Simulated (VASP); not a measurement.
# Cd3SeS2 (P6/mmm) in VASP: a series of runs, part 2 of 2

VASP 6.6.1. Earlier steps stand in the parts before.

### Step 3. Single point, PBE

This run uses another cell than the first one, of 23.72 Å³/atom, 0.998 times its volume.

INCAR reads:

```
SYSTEM = Cd3SeS2
PREC = Accurate
ENCUT = 520
EDIFF = 1E-6
ISMEAR = 0
SIGMA = 0.1
LREAL = .False.
LASPH = .True.
NELM = 60
ALGO = Normal
ISIF = 2
LWAVE = .False.
LCHARG = .False.
GGA = PE
NBANDS = 36
```

KPOINTS reads:

```
regular mesh
0
Gamma
  3 3 6
  0 0 0
```

POSCAR reads:

```
Cd3SeS2
1.0
    6.6053456894      0.0000000000      0.0000000000
   -3.3026728447      5.7203971678      0.0000000000
    0.0000000000      0.0000000000      3.7670389189
Cd Se S
3 1 2
Direct
    0.5000000000      0.0000000000      0.5000000000
    0.0000000000      0.5000000000      0.5000000000
    0.5000000000      0.5000000000      0.5000000000
    0.0000000000      0.0000000000      0.5000000000
    0.3333333333      0.6666666667      0.0000000000
    0.6666666667      0.3333333333      0.0000000000
```

Potentials or basis: VASP PAW PBE potentials, release 64 (Cd, Se, S).

Launch:

```bash
$ cat potpaw_PBE.64/Cd/POTCAR potpaw_PBE.64/Se/POTCAR potpaw_PBE.64/S/POTCAR > POTCAR
$ mpirun -np 1 vasp_std > vasp.out
```

Wall time 32 s (1 thread of AMD EPYC 9R45 (Zen 5), shared host); peak memory 0.24 GiB.

It converged, with:

| Quantity | Value |
| --- | --- |
| Free energy | -15.1899 eV |
| Pressure | 0.3 GPa |
| Band gap on the k mesh | zero (band 27 reaches 3.27 eV, above the bottom of band 28 at 1.72 eV) |

Stress tensor (GPa, compression positive):
```
0.25 0.00 0.00
0.00 0.25 0.00
0.00 0.00 0.38
```

Levels at points of the mesh, in eV from the Fermi level:
```tsv
k point	band 23	band 24	band 25	band 26	band 27	band 28	band 29	band 30	band 31	band 32
(0.00, 0.00, 0.00)	-3.57	-1.66	-1.66	-1.47	-1.33	0.31	2.05	3.54	3.54	5.17
(0.00, 0.00, 0.50)	-2.28	-2.28	-2.16	-1.75	-1.75	-0.73	-0.73	3.51	3.80	3.80
```

Caveat: the k points lie up to 0.37 Å⁻¹ apart.

### Step 4. Single point, PBE

This run uses another cell than the first one, of 24.25 Å³/atom, 1.020 times its volume.

INCAR reads:

```
SYSTEM = Cd3SeS2
  PREC = Accurate
  ENCUT = 520
  EDIFF = 1E-6
  ISMEAR = 0
  SIGMA = 0.1
  LREAL = .False.
  LASPH = .True.
  NELM = 80
  ALGO = Normal
  ISIF = 2
  LWAVE = .False.
  LCHARG = .False.
  GGA = PE
  NBANDS = 36
```

KPOINTS reads:

```
regular mesh
0
Gamma
  6 6 2
  0 0 0
```

POSCAR: that of step 3 with these lines changed.

```diff
@@ -2,5 +2,5 @@
 1.0
-    6.6053456894      0.0000000000      0.0000000000
-   -3.3026728447      5.7203971678      0.0000000000
-    0.0000000000      0.0000000000      3.7670389189
+    6.5597098061     -0.0000000043      0.0000000000
+   -3.2798548993      5.6808753356      0.0000000000
+    0.0000000000      0.0000000000      3.9040183963
 Cd Se S
```

Launch:

```bash
$ cat potpaw_PBE.64/Cd/POTCAR potpaw_PBE.64/Se/POTCAR potpaw_PBE.64/S/POTCAR > POTCAR
$ mpirun -np 1 vasp_std > vasp.out
```

It took 41 s on 1 thread of AMD EPYC 9R45 (Zen 5), shared host; peak memory 0.26 GiB.

It converged, with:

* Free energy: -14.3228 eV
* Pressure: 0.5 GPa
* Band gap on the k mesh: zero (band 27 reaches 2.31 eV, above the bottom of band 28 at 1.59 eV)

Stress tensor (GPa, compression positive):
```
0.50 0.00 0.00
0.00 0.50 0.00
0.00 0.00 0.36
```

Levels at points of the mesh, in eV from the Fermi level:
| k point | band 25 | band 26 | band 27 | band 28 | band 29 | band 30 |
| --- | --- | --- | --- | --- | --- | --- |
| (0.00, 0.00, 0.00) | -1.12 | -1.12 | -0.61 | 0.02 | 2.33 | 4.02 |
| (0.50, 0.00, 0.00) | -1.38 | -1.36 | 0.00 | 0.72 | 1.46 | 3.23 |
| (0.00, 0.00, 0.50) | -2.00 | -0.93 | -0.93 | -0.17 | -0.17 | 3.95 |
| (0.50, 0.00, 0.50) | -1.50 | -1.04 | -0.79 | 0.38 | 1.05 | 3.36 |

Caveat: the k points lie up to 0.80 Å⁻¹ apart.

### Step 5. Single point, PBE

This run uses another cell than the first one, of 29.79 Å³/atom, 1.253 times its volume.

INCAR reads:

```
SYSTEM = Cd3SeS2
PREC     = Accurate       ! precision mode
ENCUT    = 520            ! plane-wave cutoff, eV
EDIFF    = 1E-7           ! SCF threshold, eV
ISMEAR   = 0              ! smearing method
SIGMA    = 0.1            ! smearing width, eV
LREAL    = .FALSE.        ! projectors in reciprocal space
LASPH    = .TRUE.         ! aspherical terms in the spheres
NELM     = 60             ! most SCF steps
ALGO     = Normal         ! electronic algorithm
ISIF     = 2              ! what is computed and relaxed
LWAVE    = .FALSE.        ! write WAVECAR
LCHARG   = .FALSE.        ! write CHGCAR
GGA      = PE             ! functional
NBANDS   = 36             ! bands
```

KPOINTS reads:

```
regular mesh
0
G
  6 6 2
  0 0 0
```

POSCAR reads:

```
Cd3SeS2
1.0
    4.4283092900      0.0000000000      0.0000000000
   -2.2141546400      3.8350283400      0.0000000000
    0.0000000000      0.0000000000     10.5247342200
Cd Se S
3 1 2
Direct
    0.5000000000      0.0000000000      0.5000000000
    0.0000000000      0.5000000000      0.5000000000
    0.5000000000      0.5000000000      0.5000000000
    0.0000000000      0.0000000000      0.5000000000
    0.3333333300      0.6666666700      0.0000000000
    0.6666666700      0.3333333300      0.0000000000
```

Launch:

```bash
$ cat potpaw_PBE.64/Cd/POTCAR potpaw_PBE.64/Se/POTCAR potpaw_PBE.64/S/POTCAR > POTCAR
$ mpirun -np 1 vasp_std > vasp.out
```

Wall time 69 s (1 thread of AMD EPYC 9R45 (Zen 5), shared host); peak memory 0.32 GiB.

Results (log left out):

* Free energy: 9.1524 eV
* Pressure: 60.3 GPa
* Band gap on the k mesh: zero (band 27 reaches 2.02 eV, above the bottom of band 28 at 1.76 eV)

Stress tensor (GPa, compression positive):
```
90.82  0.00  0.00
 0.00 90.82  0.00
 0.00  0.00 -0.71
```

Levels at points of the mesh, in eV from the Fermi level:
```
           k point  band 24  band 25  band 26  band 27  band 28  band 29  band 30  band 31
(0.00, 0.00, 0.00)    -3.55    -3.29    -1.82     0.03     0.03     0.33     0.79     2.83
(0.50, 0.00, 0.00)    -3.02    -2.30    -1.19    -0.96     0.93     2.15     3.34     3.51
(0.00, 0.00, 0.50)    -3.59    -3.25    -1.82     0.03     0.03     0.33     0.70     3.45
(0.50, 0.00, 0.50)    -3.02    -2.27    -1.19    -1.01     0.93     2.15     3.28     3.60
```

### Step 6. The runs side by side

| cell | k mesh | gap on the mesh (eV) | pressure (GPa) |
| --- | --- | --- | --- |
| a = 6.639, b = 6.639, c = 3.738 Å, angles 90.0, 90.0, 120.0°, 6 atoms | 3 × 3 × 4 | none | 0.5 |
| a = 6.605, b = 6.605, c = 3.767 Å, angles 90.0, 90.0, 120.0°, 6 atoms | 3 × 3 × 6 | none | 0.3 |
| a = 6.560, b = 6.560, c = 3.904 Å, angles 90.0, 90.0, 120.0°, 6 atoms | 6 × 6 × 2 | none | 0.5 |
| a = 4.428, b = 4.428, c = 10.525 Å, angles 90.0, 90.0, 120.0°, 6 atoms | 6 × 6 × 2 | none | 60.3 |

Alike in all rows: task single point; level PBE; potentials or basis VASP PAW PBE potentials, release 64 (Cd, Se, S); no spin polarisation; cutoff (eV) 520; smearing gaussian 0.1 eV.

Caveats: some runs use coarse meshes.

Absolute energies hang on the potentials; compare differences alone.
